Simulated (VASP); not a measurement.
Set up this calculation in VASP 6.6.1, as the native input.

| Property | Result |
| --- | --- |
| Task | single point |
| Functional | PBE |
| Potentials or basis | VASP PAW PBE potentials, release 64 (K_sv, Sm_3), 4f in core |
| Cutoff | 500 eV |
| k mesh | 6 × 4 × 2 |
| Occupations | gaussian, width 0.2 eV |
| Spin | no spin polarisation |
| Dipole correction | no |
| Mended | yes |
| Further INCAR settings | ALGO = Normal; EDIFF = 1e-06; NBANDS = 38 |

The structure of K2Sm lies in POSCAR:

```
K2Sm
1.0
    0.0000000000      0.0000000000      3.7129277284
    6.9081395405      0.0000000000      0.0000000000
   -0.0000000001     11.9652486700      0.0000000000
K Sm
4 2
Direct
    0.5000000000      1.0000000000      0.3333333333
    0.5000000000      0.5000000000      0.8333333333
    0.5000000000      0.5000000000      0.1666666667
    0.5000000000      1.0000000000      0.6666666667
    0.0000000000      1.0000000000      0.0000000000
    1.0000000000      0.5000000000      0.5000000000
```

The input as run:

INCAR

```
PREC = Accurate ; ENCUT = 500
EDIFF = 1E-6 ; ISMEAR = 0
SIGMA = 0.2 ; LREAL = False
LASPH = True ; NELM = 200
ALGO = Normal ; ISIF = 2
LWAVE = False ; LCHARG = True
GGA = PE ; LELF = True
LVHAR = True ; NBANDS = 38
GGA_COMPAT = False ; LMAXMIX = 6
```

KPOINTS

```
Automatic mesh
0
Gamma
  6 4 2
```

Potentials or basis: VASP PAW PBE potentials, release 64 (K_sv, Sm_3), 4f in core.

Command:

```console
$ cat potpaw_PBE.64/K_sv/POTCAR potpaw_PBE.64/Sm_3/POTCAR > POTCAR
$ mpirun -np 1 vasp_std > vasp.out
```

It gave:

The pressure is 0.1 GPa and the band gap on the k mesh is zero (bands 29 and 30 overlap by 0.79 eV).

Caveat: spin-orbit coupling is left out, which moves the levels of the heavy elements; the 4f electrons are frozen in the core, so they carry no moment and show no levels.

Wall time 96 s on 1 thread of Intel(R) Xeon(R) 6975P-C (Granite Rapids), with other jobs on the host, peak memory 0.47 GiB.
